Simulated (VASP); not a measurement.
# Au (Im-3m) in VASP: a series of runs

Au is run at these levels: PBE, LDA; tasks: single point, relaxation of cell and atoms.

Everything below comes from runs of VASP 6.6.1. Logs are shortened: lines on timing, memory, paths and dates and some standing lists are left out, and cuts for length are marked.

## 1. The cell of the first run

The structure is cubic, space group Im-3m (No. 229). Conventional cell: a = 3.307 Å, b = 3.307 Å, c = 3.307 Å, α = 90.00°, β = 90.00°, γ = 90.00°. Au (site symmetry m-3m) has 14 Au at 2.86 to 3.31 Å within 3.8 Å.

## 2. Single point, PBE

The input, INCAR:

```
SYSTEM = Au
  ALGO = Normal
  EDIFF = 1E-6
  ENCUT = 520
  GGA = PE
  ISIF = 2
  ISMEAR = -1
  LASPH = .True.
  LCHARG = .False.
  LREAL = .False.
  LWAVE = .False.
  NBANDS = 12
  NELM = 80
  PREC = Accurate
  SIGMA = 0.05
```

The input, KPOINTS:

```
k-points
0
Gamma
  11 11 11
  0 0 0
```

The input, POSCAR:

```
Au
1.0
   -1.6535721023      1.6535721023      1.6535721023
    1.6535721023     -1.6535721023      1.6535721023
    1.6535721023      1.6535721023     -1.6535721023
Au
1
Direct
    0.0000000000      0.0000000000      0.0000000000
```

Potentials or basis: VASP PAW PBE potentials, release 64 (Au).

The run is started by

```bash
cat potpaw_PBE.64/Au/POTCAR > POTCAR
mpirun -np 1 vasp_std > vasp.out
```

OUTCAR:

```text
SYSTEM = Au
   EDIFF = 1E-6
   ENCUT = 520
   GGA = PE
   ISIF = 2
   ISMEAR = -1
   LASPH = .True.
   LREAL = .False.
   NELM = 80
   PREC = Accurate

 ion  position               nearest neighbor table
   1  0.000  0.000  0.000-

  LATTYP: Found a body centered cubic cell.
 ALAT       =     3.3071442046

  Lattice vectors:

 A1 = (  -1.6535721023,   1.6535721023,   1.6535721023)
 A2 = (   1.6535721023,  -1.6535721023,   1.6535721023)
 A3 = (   1.6535721023,   1.6535721023,  -1.6535721023)

Analysis of symmetry for initial positions (statically):
=====================================================================
 Subroutine PRICEL returns:
 Original cell was already a primitive cell.

 Routine SETGRP: Setting up the symmetry group for a
 body centered cubic supercell.

 Subroutine GETGRP returns: Found 48 space group operations
 (whereof 48 operations were pure point group operations)
 out of a pool of 48 trial point group operations.

The static configuration has the point symmetry O_h .

Analysis of symmetry for dynamics (positions and initial velocities):
=====================================================================
 Subroutine PRICEL returns:
 Original cell was already a primitive cell.

 Routine SETGRP: Setting up the symmetry group for a
 body centered cubic supercell.

 Subroutine GETGRP returns: Found 48 space group operations
 (whereof 48 operations were pure point group operations)
 out of a pool of 48 trial point group operations.

The dynamic configuration has the point symmetry O_h .

 Subroutine INISYM returns: Found 48 space group operations
 (whereof 48 operations are pure point group operations),
 and found     1 'primitive' translations

----------------------------------------------------------------------------------------

                                     Primitive cell

  volume of cell :      18.0855

  direct lattice vectors                    reciprocal lattice vectors
    -1.653572102  1.653572102  1.653572102     0.000000000  0.302375687  0.302375687
     1.653572102 -1.653572102  1.653572102     0.302375687  0.000000000  0.302375687
     1.653572102  1.653572102 -1.653572102     0.302375687  0.302375687  0.000000000

  length of vectors
     2.864070895  2.864070895  2.864070895     0.427623797  0.427623797  0.427623797

  position of ions in fractional coordinates (direct lattice)
     0.000000000  0.000000000  0.000000000

  ion indices of the primitive-cell ions
   primitive index   ion index
                 1           1

----------------------------------------------------------------------------------------

 KPOINTS: k-points

Automatic generation of k-mesh.
 Grid dimensions read from file:
 generate k-points for:   11   11   11

 Generating k-lattice:

  Cartesian coordinates                     Fractional coordinates (reciprocal lattice)
     0.000000000  0.027488699  0.027488699     0.090909091  0.000000000  0.000000000
     0.027488699  0.000000000  0.027488699     0.000000000  0.090909091  0.000000000
     0.027488699  0.027488699  0.000000000     0.000000000  0.000000000  0.090909091

  Length of vectors
     0.038874891  0.038874891  0.038874891

  Shift w.r.t. Gamma in fractional coordinates (k-lattice)
     0.000000000  0.000000000  0.000000000

 Subroutine IBZKPT returns following result:
 ===========================================

 Found     56 irreducible k-points:

 Following reciprocal coordinates:
            Coordinates               Weight
  0.000000  0.000000  0.000000      1.000000
  0.090909  0.000000  0.000000     12.000000
  0.181818  0.000000  0.000000     12.000000
  0.272727  0.000000  0.000000     12.000000
  0.363636  0.000000  0.000000     12.000000
  0.454545  0.000000  0.000000     12.000000
[... 16 lines left out ...]
  0.272727  0.181818  0.090909     48.000000
  0.363636  0.181818  0.090909     24.000000
 [... further k-points ...]
   k-points           NKPTS =     56   k-points in BZ     NKDIM =     56   number of bands    NBANDS=     12
   number of dos      NEDOS =    301   number of ions     NIONS =      1
   total plane-waves  NPLWV =  13824
   dimension x,y,z NGX =    24 NGY =   24 NGZ =   24
   dimension x,y,z NGXF=    48 NGYF=   48 NGZF=   48
   ions per type =               1
   NGX,Y,Z   is equivalent  to a cutoff of  13.93, 13.93, 13.93 a.u.
   NGXF,Y,Z  is equivalent  to a cutoff of  27.86, 27.86, 27.86 a.u.
 SYSTEM =  Au
   PREC   = accura    normal or accurate (medium, high low for compatibility)
   ISTART =      0    job   : 0-new  1-cont  2-samecut
   ICHARG =      2    charge: 1-file 2-atom 10-const
   ISPIN  =      1    spin polarized calculation?
   LNONCOLLINEAR =      F non collinear calculations
   LSORBIT =      F    spin-orbit coupling
   LASPH  =      T    aspherical Exc in radial PAW
   ENCUT  =  520.0 eV  38.22 Ry    6.18 a.u.   5.33  5.33  5.33*2*pi/ulx,y,z
   NELM   =     80;   NELMIN=  2; NELMDL= -5     # of ELM steps
   EDIFF  = 0.1E-05   stopping-criterion for ELM
   LREAL  =      F    real-space projection
[... 7 lines left out ...]
   TEBEG  =    0.0;   TEEND  =   0.0 temperature during run
   PSTRESS=    0.0 pullay stress
   NELECT =      11.0000    total number of electrons
   NUPDOWN=      -1.0000    fix difference up-down
   EMIN   =  10.00;   EMAX   =-10.00  energy-range for DOS
   EFERMI =   0.00;   METHOD = LEGACY
   ISMEAR =    -1;   SIGMA  =   0.05  broadening in eV -4-tet -1-fermi 0-gaus
   EFERMI_NEDOS =   21; number of points for ismear=-14 and -15
   IALGO  =     38    algorithm
   IMIX   =      4    mixing-type and parameters
     AMIX     =   0.40;   BMIX     =  1.00
     AMIX_MAG =   1.60;   BMIX_MAG =  1.00
  volume/ion in A,a.u.               =      18.09       122.05
  Fermi-wavevector in a.u.,A,eV,Ry     =   1.387062  2.621167 26.176813  1.923941
  Thomas-Fermi vector in A             =   2.511319
   LORBIT       =      0    0 simple, 1 ext, 2 COOP (PROOUT), +10 PAW based schemes
   GGA     = PE    functional components
   LHFCALC =     F    Hartree Fock is set to
   AEXX    =    0.0000 exact exchange contribution
   IVDW    =     0    specifies the selected vdW correction
   LEPSILON=     F    determine dielectric tensor
   LRPA    =     F    only Hartree local field effects (RPA)
 non-spin polarized calculation
  energy-cutoff  :      520.00
  volume of cell :       18.09
 maximum number of plane-waves:       494
 NGX is ok and might be reduce to    24
   NGX = 11   NGY = 11   NGZ = 11

 number of electron      10.9999999 magnetization

 Free energy of the ion-electron system (eV)
  ---------------------------------------------------
  ext. energy  EPLUGINS =         0.00000000
  ---------------------------------------------------
  free energy    TOTEN  =        -3.19703598 eV

  energy without entropy =       -3.19113613  energy(sigma->0) =       -3.19408606

 E-fermi :   8.4032     XC(G=0): -12.3628

 val. band max:        8.4026973186   @ k =  -0.3636   0.4545   0.0909
 cond. band min:       8.4365703280   @ k =  -0.2727   0.4545   0.0909
 fundamental gap:      0.0338730094
 Fermi energy:         8.4032152155

 k-point     1 :       0.0000    0.0000    0.0000
  band No.  band energies     occupation
      1      -0.7171      2.00000
      2       3.9736      2.00000
      3       3.9736      2.00000
      4       3.9736      2.00000
      5       5.7290      2.00000
      6       5.7290      2.00000
      7      25.0185      0.00000
      8      25.0185      0.00000
      9      25.0185      0.00000
     10      31.7964      0.00000
     11      31.7964      0.00000
     12      31.7964      0.00000

 k-point     2 :       0.0909    0.0000    0.0000
  band No.  band energies     occupation
      1      -0.4300      2.00000
      2       3.8872      2.00000
      3       3.9816      2.00000
      4       4.1699      2.00000
      5       5.6308      2.00000
      6       5.7353      2.00000
      7      24.8504      0.00000
      8      25.0418      0.00000
      9      25.3705      0.00000
     10      29.4775      0.00000
     11      29.7597      0.00000
     12      30.7695      0.00000

 k-point     3 :       0.1818    0.0000    0.0000
  band No.  band energies     occupation
      1       0.3637      2.00000
      2       3.6631      2.00000
      3       4.0047      2.00000
      4       4.7292      2.00000
      5       5.4691      2.00000
      6       5.7586      2.00000
      7      22.9462      0.00000
      8      24.4242      0.00000
      9      26.3439      0.00000
     10      27.9414      0.00000
     11      28.4186      0.00000
     12      28.9903      0.00000
[... 286 lines left out ...]
 k-point    23 :       0.2727    0.1818    0.0909
  band No.  band energies     occupation
      1       2.6944      2.00000
      2       3.2059      2.00000
      3       4.2632      2.00000
      4       5.7374      2.00000
      5       5.9212      2.00000
      6       9.6341      0.00000
      7      13.9959      0.00000
      8      17.8165      0.00000
      9      20.1107      0.00000
     10      29.7279      0.00000
     11      32.3719      0.00000
     12      33.9232      0.00000

 k-point    24 :       0.3636    0.1818    0.0909
  band No.  band energies     occupation
      1       2.6535      2.00000
      2       3.1568      2.00000
      3       4.7125      2.00000
      4       5.7785      2.00000
      5       5.9565      2.00000
      6      11.4500      0.00000
      7      11.7555      0.00000
      8      17.2436      0.00000
      9      19.8559      0.00000
     10      30.2793      0.00000
     11      31.9316      0.00000
     12      33.9228      0.00000

 [... further k-points ...]
[... 5 lines left out ...]
  --------------------------------------------------------------------------------------
  -------------------------------------------------------------------------------------
  Total       -0.0266606     -0.0266606     -0.0266606     -0.0000000     -0.0000000     -0.0000000
  in kB       -2.3618423     -2.3618423     -2.3618423     -0.0000000     -0.0000000     -0.0000000
  external PRESSURE =      -2.3618423 kB  Pullay stress =       0.0000000 kB

 VOLUME and BASIS-vectors are now :
 -----------------------------------------------------------------------------
  energy-cutoff  :      520.00
  volume of cell :       18.09
      direct lattice vectors                 reciprocal lattice vectors
    -1.653572102  1.653572102  1.653572102     0.000000000  0.302375687  0.302375687
     1.653572102 -1.653572102  1.653572102     0.302375687  0.000000000  0.302375687
     1.653572102  1.653572102 -1.653572102     0.302375687  0.302375687  0.000000000

 POSITION                                       TOTAL-FORCE (eV/Angst)
 -----------------------------------------------------------------------------------
      0.00000      0.00000      0.00000         0.000000     -0.000000      0.000000
 -----------------------------------------------------------------------------------
    total drift:                               -0.000000      0.000000      0.000000

  FREE ENERGIE OF THE ION-ELECTRON SYSTEM (eV)
  ---------------------------------------------------
  free  energy   TOTEN  =        -3.1970359807 eV

  energy  without entropy=       -3.1911361316  energy(sigma->0) =       -3.19408606
```

Run time: 5.8 s. Hardware: 1 thread of Intel Xeon 6455B, shared host; peak memory 0.15 GiB.

What came out:

- Free energy: -3.1970 eV
- Pressure: -0.2 GPa

Caveat: spin-orbit coupling is left out, which moves the levels of the heavy elements.

## 3. Relaxation of cell and atoms, PBE

This run uses another cell than the first one, of 18.21 Å³/atom, 1.007 times its volume.

The input, INCAR:

```
SYSTEM = Au
PREC = Accurate
ENCUT = 600
EDIFF = 1E-6
ISMEAR = -1
SIGMA = 0.05
LREAL = .False.
LASPH = .True.
NELM = 60
ALGO = Normal
ISIF = 3
LWAVE = .False.
LCHARG = .False.
GGA = PE
IBRION = 2
NSW = 60
EDIFFG = -0.01
```

The input, KPOINTS:

```
Automatic mesh
0
Gamma
  11 11 11
  0 0 0
```

The input, POSCAR:

```
Au
1.0
   -1.6572690000      1.6572690000      1.6572690000
    1.6572690000     -1.6572690000      1.6572690000
    1.6572690000      1.6572690000     -1.6572690000
Au
1
Direct
    0.0000000000      0.0000000000      0.0000000000
```

Potentials or basis: VASP PAW PBE potentials, release 64 (Au).

The run is started by

```bash
cat potpaw_PBE.64/Au/POTCAR > POTCAR
mpirun -np 1 vasp_std > vasp.out
```

Wall time 11 s (1 thread of Intel Xeon 6455B, shared host); peak memory 0.15 GiB.

The run converged. Its results:

- Free energy: -3.1970 eV
- Relaxed volume: 18.06 Å³/atom
- Relaxed cell: a = 2.863 Å, b = 2.863 Å, c = 2.863 Å, α = 109.47°, β = 109.47°, γ = 109.47°
- Space group after relaxing (to 0.05 Å): Im-3m (No. 229)
- Energy gained by relaxing: 0.5 meV/atom
- Ionic steps: 3
- Pressure after relaxing: 0.0 GPa

The path:
| step | energy change (eV) | largest force (eV/Å) | pressure (GPa) | volume (Å³) |
| --- | --- | --- | --- | --- |
| 1 | 0.0000 | 0.0000 | -1.03 | 18.21 |
| 2 | 0.0002 | 0.0000 | 1.26 | 17.90 |
| 3 | -0.0005 | 0.0000 | 0.02 | 18.06 |

Final structure:
```yaml
crystal:
  lattice:
    - [-1.65293, 1.65293, 1.65293]
    - [1.65293, -1.65293, 1.65293]
    - [1.65293, 1.65293, -1.65293]
  atoms:
    - { symbol: Au, position: [0.00000, 0.00000, 0.00000] }
```

Levels at points of the mesh, in eV from the Fermi level:
```tsv
k point	band 4	band 5	band 6	band 7	band 8	band 9
(0.00, 0.00, 0.00)	-4.44	-2.68	-2.68	16.62	16.62	16.62
```

Caveat: spin-orbit coupling is left out, which moves the levels of the heavy elements.

(Part 1 of 2 ends here.)
